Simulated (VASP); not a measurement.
# In3Se (Cmmm) in VASP: single point with PBEsol+D3(BJ)

Aim: the single point of In3Se with PBEsol+D3(BJ).

All numbers are computed with VASP 6.6.1; they aren't measurements. Logs are shortened: lines on timing, memory, paths and dates and some standing lists are left out, and cuts for length are marked.

### Step 1. The cell of the first run

The structure is orthorhombic, space group Cmmm (No. 65). Conventional cell: a = 6.407 Å, b = 6.569 Å, c = 4.588 Å, α = 90.00°, β = 90.00°, γ = 90.00°. Within 4.2 Å of In (site symmetry mmm) lie 4 Se at 3.20 to 3.28 Å and 8 In at 3.24 Å. Within 4.2 Å of In (site symmetry 2/m) lie 8 In at 3.20 to 3.28 Å and 4 Se at 3.24 Å. Se (site symmetry mmm) has 12 In at 3.20 to 3.28 Å within 4.2 Å.

### Step 2. Single point, PBEsol+D3(BJ) (strain +0.0250 x Voigt [0, 0, 0, 1, 0, 0])

The input, INCAR:

```
SYSTEM = In3Se
ALGO     = Normal         ! electronic algorithm
EDIFF    = 1E-7           ! SCF threshold, eV
ENCUT    = 520            ! plane-wave cutoff, eV
GGA      = PS             ! functional
ISIF     = 2              ! what is computed and relaxed
ISMEAR   = 0              ! smearing method
IVDW     = 12             ! dispersion correction
LASPH    = .True.         ! aspherical terms in the spheres
LCHARG   = .False.        ! write CHGCAR
LREAL    = .False.        ! projectors in reciprocal space
LWAVE    = .False.        ! write WAVECAR
NBANDS   = 30             ! bands
NELM     = 100            ! most SCF steps
PREC     = Accurate       ! precision mode
SIGMA    = 0.15           ! smearing width, eV
```

The input, KPOINTS:

```
k-points
0
Gamma
  10 10 10
  0 0 0
```

The input, POSCAR:

```
In3Se
1.0
    4.5878535042      0.0000000000      0.0000000000
    0.0000000000      4.5878535042      0.0573481688
    0.0000000000      0.0573481688      4.5878535042
In Se
3 1
Direct
    0.0000000000      0.5000000000      0.5000000000
    0.5000000000      0.0000000000      0.5000000000
    0.5000000000      0.5000000000      0.0000000000
    0.0000000000      0.0000000000      0.0000000000
```

Potentials or basis: VASP PAW PBE potentials, release 64 (In_d, Se).

Run with:

```
cat potpaw_PBE.64/In_d/POTCAR potpaw_PBE.64/Se/POTCAR > POTCAR
mpirun -np 1 vasp_std > vasp.out
```

OUTCAR:

```text
SYSTEM = In3Se
   EDIFF = 1E-7
   ENCUT = 520
   GGA = PS
   ISIF = 2
   ISMEAR = 0
   IVDW = 12
   LASPH = .True.
   LREAL = .False.
   NELM = 100
   PREC = Accurate
 IVDW          = 12

 ion  position               nearest neighbor table
   1  0.000  0.500  0.500-   4 3.20   4 3.20   3 3.24   2 3.24   2 3.24   3 3.24   2 3.24   3 3.24
                             3 3.24   2 3.24   4 3.28   4 3.28
   2  0.500  0.000  0.500-   3 3.20   3 3.20   1 3.24   4 3.24   1 3.24   4 3.24   1 3.24   4 3.24
                             4 3.24   1 3.24   3 3.28   3 3.28
   3  0.500  0.500  0.000-   2 3.20   2 3.20   1 3.24   1 3.24   4 3.24   4 3.24   1 3.24   4 3.24
                             1 3.24   4 3.24   2 3.28   2 3.28
   4  0.000  0.000  0.000-   1 3.20   1 3.20   2 3.24   2 3.24   3 3.24   3 3.24   2 3.24   3 3.24
                             2 3.24   3 3.24   1 3.28   1 3.28

  LATTYP: Found a base centered orthorhombic cell.
 ALAT       =     6.4071020897
 B/A-ratio  =     1.0253164557
 C/A-ratio  =     0.7160574999

  Lattice vectors:

 A1 = (   0.0000000000,  -0.0573481688,  -4.5878535042)
 A2 = (   0.0000000000,   4.5878535042,   0.0573481688)
 A3 = (   4.5878535042,   0.0000000000,   0.0000000000)

Analysis of symmetry for initial positions (statically):
=====================================================================
 Subroutine PRICEL returns:
 Original cell was already a primitive cell.

 Routine SETGRP: Setting up the symmetry group for a
 base centered orthorhombic supercell.

 Subroutine GETGRP returns: Found  8 space group operations
 (whereof  8 operations were pure point group operations)
 out of a pool of  8 trial point group operations.

The static configuration has the point symmetry D_2h.

Analysis of symmetry for dynamics (positions and initial velocities):
=====================================================================
 Subroutine PRICEL returns:
 Original cell was already a primitive cell.

 Routine SETGRP: Setting up the symmetry group for a
 base centered orthorhombic supercell.

 Subroutine GETGRP returns: Found  8 space group operations
 (whereof  8 operations were pure point group operations)
 out of a pool of  8 trial point group operations.

The dynamic configuration has the point symmetry D_2h.

 Subroutine INISYM returns: Found  8 space group operations
 (whereof  8 operations are pure point group operations),
 and found     1 'primitive' translations

----------------------------------------------------------------------------------------

                                     Primitive cell

  volume of cell :      96.5519

  direct lattice vectors                    reciprocal lattice vectors
     4.587853504  0.000000000  0.000000000     0.217966855  0.000000000  0.000000000
     0.000000000  4.587853504  0.057348169     0.000000000  0.218000918 -0.002725011
     0.000000000  0.057348169  4.587853504     0.000000000 -0.002725011  0.218000918

  length of vectors
     4.587853504  4.588211916  4.588211916     0.217966855  0.218017948  0.218017948

  position of ions in fractional coordinates (direct lattice)
     0.000000000  0.500000000  0.500000000
     0.500000000  1.000000000  0.500000000
     0.500000000  0.500000000  1.000000000
     0.000000000  0.000000000  0.000000000

  ion indices of the primitive-cell ions
   primitive index   ion index
                 1           1
                 2           2
                 3           3
                 4           4

----------------------------------------------------------------------------------------

 KPOINTS: k-points

Automatic generation of k-mesh.
 Grid dimensions read from file:
 generate k-points for:   10   10   10

 Generating k-lattice:

  Cartesian coordinates                     Fractional coordinates (reciprocal lattice)
     0.021796686  0.000000000  0.000000000     0.100000000  0.000000000  0.000000000
     0.000000000  0.021800092 -0.000272501     0.000000000  0.100000000  0.000000000
     0.000000000 -0.000272501  0.021800092     0.000000000  0.000000000  0.100000000

  Length of vectors
     0.021796686  0.021801795  0.021801795

  Shift w.r.t. Gamma in fractional coordinates (k-lattice)
     0.000000000  0.000000000  0.000000000

 Subroutine IBZKPT returns following result:
 ===========================================

 Found    186 irreducible k-points:

 Following reciprocal coordinates:
            Coordinates               Weight
  0.000000  0.000000  0.000000      1.000000
  0.100000  0.000000  0.000000      2.000000
  0.200000  0.000000  0.000000      2.000000
  0.300000  0.000000  0.000000      2.000000
  0.400000  0.000000  0.000000      2.000000
  0.500000  0.000000  0.000000      1.000000
[... 16 lines left out ...]
  0.400000  0.300000  0.000000      8.000000
  0.500000  0.300000  0.000000      4.000000
 [... further k-points ...]
   k-points           NKPTS =    186   k-points in BZ     NKDIM =    186   number of bands    NBANDS=     30
   number of dos      NEDOS =    301   number of ions     NIONS =      4
   total plane-waves  NPLWV =  46656
   dimension x,y,z NGX =    36 NGY =   36 NGZ =   36
   dimension x,y,z NGXF=    72 NGYF=   72 NGZF=   72
   ions per type =               3   1
   NGX,Y,Z   is equivalent  to a cutoff of  13.04, 13.04, 13.04 a.u.
   NGXF,Y,Z  is equivalent  to a cutoff of  26.09, 26.09, 26.09 a.u.
 SYSTEM =  In3Se
   PREC   = accura    normal or accurate (medium, high low for compatibility)
   ISTART =      0    job   : 0-new  1-cont  2-samecut
   ICHARG =      2    charge: 1-file 2-atom 10-const
   ISPIN  =      1    spin polarized calculation?
   LNONCOLLINEAR =      F non collinear calculations
   LSORBIT =      F    spin-orbit coupling
   LASPH  =      T    aspherical Exc in radial PAW
   ENCUT  =  520.0 eV  38.22 Ry    6.18 a.u.   8.53  8.53  8.53*2*pi/ulx,y,z
   NELM   =    100;   NELMIN=  2; NELMDL= -5     # of ELM steps
   EDIFF  = 0.1E-06   stopping-criterion for ELM
   LREAL  =      F    real-space projection
   EDIFFG = 0.1E-05   stopping-criterion for IOM
   NSW    =      0    number of steps for IOM
   IBRION =     -1    ionic relax: 0-MD 1-quasi-New 2-CG
   NFREE  =      0    steps in history (QN), initial steepest desc. (CG)
   ISIF   =      2    stress and relaxation
   ISYM   =      2    0-nonsym 1-usesym 2-fastsym
   POTIM  = 0.5000    time-step for ionic-motion
   TEBEG  =    0.0;   TEEND  =   0.0 temperature during run
   PSTRESS=    0.0 pullay stress
   NELECT =      45.0000    total number of electrons
   NUPDOWN=      -1.0000    fix difference up-down
   EMIN   =  10.00;   EMAX   =-10.00  energy-range for DOS
   EFERMI =   0.00;   METHOD = LEGACY
   ISMEAR =     0;   SIGMA  =   0.15  broadening in eV -4-tet -1-fermi 0-gaus
   EFERMI_NEDOS =   21; number of points for ismear=-14 and -15
   IALGO  =     38    algorithm
   IMIX   =      4    mixing-type and parameters
     AMIX     =   0.40;   BMIX     =  1.00
     AMIX_MAG =   1.60;   BMIX_MAG =  1.00
  volume/ion in A,a.u.               =      24.14       162.89
  Fermi-wavevector in a.u.,A,eV,Ry     =   1.269284  2.398599 21.920094  1.611081
  Thomas-Fermi vector in A             =   2.402333
   LORBIT       =      0    0 simple, 1 ext, 2 COOP (PROOUT), +10 PAW based schemes
   GGA     = PS    functional components
   LHFCALC =     F    Hartree Fock is set to
   AEXX    =    0.0000 exact exchange contribution
   IVDW    =    12    specifies the selected vdW correction
   LEPSILON=     F    determine dielectric tensor
   LRPA    =     F    only Hartree local field effects (RPA)
 non-spin polarized calculation
 Gauss-broadening in eV      SIGMA  =   0.15
  energy-cutoff  :      520.00
  volume of cell :       96.55
 maximum number of plane-waves:      2636
 NGX is ok and might be reduce to    36
   NGX = 17   NGY = 17   NGZ = 17

 number of electron      44.9999976 magnetization

 Free energy of the ion-electron system (eV)
  ---------------------------------------------------
  ext. energy  EPLUGINS =         0.00000000
  ---------------------------------------------------
  free energy    TOTEN  =       -13.20949536 eV

  energy without entropy =      -13.19078445  energy(sigma->0) =      -13.20013991

 E-fermi :   7.2688     XC(G=0): -10.5495

 val. band max:        7.2682671988   @ k =   0.0000  -0.4000   0.1000
 cond. band min:       7.2729724265   @ k =   0.1000  -0.4000   0.3000
 fundamental gap:      0.0047052276
 Fermi energy:         7.2688191888

 k-point     1 :       0.0000    0.0000    0.0000
  band No.  band energies     occupation
      1      -7.6009      2.00000
      2      -7.5498      2.00000
      3      -7.5439      2.00000
      4      -7.5341      2.00000
      5      -7.3777      2.00000
      6      -7.3764      2.00000
[... 22 lines left out ...]
     29      12.9402      0.00000
     30      14.2540      0.00000

 k-point     2 :       0.1000    0.0000    0.0000
  band No.  band energies     occupation
      1      -7.5868      2.00000
      2      -7.5412      2.00000
      3      -7.5371      2.00000
      4      -7.5216      2.00000
      5      -7.3758      2.00000
      6      -7.3674      2.00000
[... 22 lines left out ...]
     29      13.2304      0.00000
     30      14.3342      0.00000

 k-point     3 :       0.2000    0.0000    0.0000
  band No.  band energies     occupation
      1      -7.5485      2.00000
      2      -7.5321      2.00000
      3      -7.4999      2.00000
      4      -7.4851      2.00000
      5      -7.3705      2.00000
      6      -7.3418      2.00000
[... 22 lines left out ...]
     29      13.8379      0.00000
     30      14.5579      0.00000

 k-point     4 :       0.3000    0.0000    0.0000
  band No.  band energies     occupation
      1      -7.5276      2.00000
      2      -7.4848      2.00000
      3      -7.4414      2.00000
      4      -7.4277      2.00000
      5      -7.3626      2.00000
      6      -7.3043      2.00000
[... 616 lines left out ...]
     29      11.8569      0.00000
     30      12.3164      0.00000

 k-point    23 :       0.4000    0.3000    0.0000
  band No.  band energies     occupation
      1      -7.4284      2.00000
      2      -7.4217      2.00000
      3      -7.3476      2.00000
      4      -7.3339      2.00000
      5      -7.3154      2.00000
      6      -7.2895      2.00000
[... 22 lines left out ...]
     29      11.8828      0.00000
     30      12.8833      0.00000

 k-point    24 :       0.5000    0.3000    0.0000
  band No.  band energies     occupation
      1      -7.4211      2.00000
      2      -7.3843      2.00000
      3      -7.3817      2.00000
      4      -7.3170      2.00000
      5      -7.2945      2.00000
      6      -7.2827      2.00000
[... 22 lines left out ...]
     29      11.7645      0.00000
     30      14.1902      0.00000

 [... further k-points ...]

------------------------ aborting loop because EDIFF is reached ----------------------------------------

 Edisp (eV)   -1.48014

 E8    (eV) :    -1.0420

  FORCE on cell =-STRESS in cart. coord.  units (eV):
  Direction    XX          YY          ZZ          XY          YZ          ZX
  --------------------------------------------------------------------------------------
  -------------------------------------------------------------------------------------
  Total      -0.02528     0.01210     0.01210     0.00000    -0.15409     0.00000
  in kB      -0.41953     0.20071     0.20071     0.00000    -2.55690     0.00000
  external pressure =       -0.01 kB  Pullay stress =        0.00 kB

 VOLUME and BASIS-vectors are now :
 -----------------------------------------------------------------------------
  energy-cutoff  :      520.00
  volume of cell :       96.55
      direct lattice vectors                 reciprocal lattice vectors
     4.587853504  0.000000000  0.000000000     0.217966855  0.000000000  0.000000000
     0.000000000  4.587853504  0.057348169     0.000000000  0.218000918 -0.002725011
     0.000000000  0.057348169  4.587853504     0.000000000 -0.002725011  0.218000918

 POSITION                                       TOTAL-FORCE (eV/Angst)
 -----------------------------------------------------------------------------------
      0.00000      2.32260      2.32260         0.000000      0.000000     -0.000000
      2.29393      0.02867      2.29393         0.000000      0.000000     -0.000000
      2.29393      2.29393      0.02867         0.000000     -0.000000      0.000000
      0.00000      0.00000      0.00000         0.000000      0.000000     -0.000000
 -----------------------------------------------------------------------------------
    total drift:                                0.000000      0.000000      0.000000

  FREE ENERGIE OF THE ION-ELECTRON SYSTEM (eV)
  ---------------------------------------------------
  free  energy   TOTEN  =       -14.6896366115 eV

  energy  without entropy=      -14.6709257022  energy(sigma->0) =      -14.68028116
```

Run time: 3.3 min. Hardware: 1 thread of Intel Xeon 6975P-C (Granite Rapids), shared host; peak memory 0.55 GiB.

Results:

* Free energy: -14.6896 eV
* Pressure: 0.0 GPa
* Band gap on the k mesh: zero (an odd number of electrons rules out a gap without spin polarisation)
* Dispersion energy per atom: -0.370 eV

Stress tensor (GPa, compression positive):
```
-0.04  0.00  0.00
 0.00  0.02 -0.26
 0.00 -0.26  0.02
```

Caveat: the cell differs from its parent crystal (strain +0.0250 x Voigt [0, 0, 0, 1, 0, 0]); the PAW data sets were made with another functional, which shifts forces and pressure a little; spin-orbit coupling is left out, which moves the levels of the heavy elements.
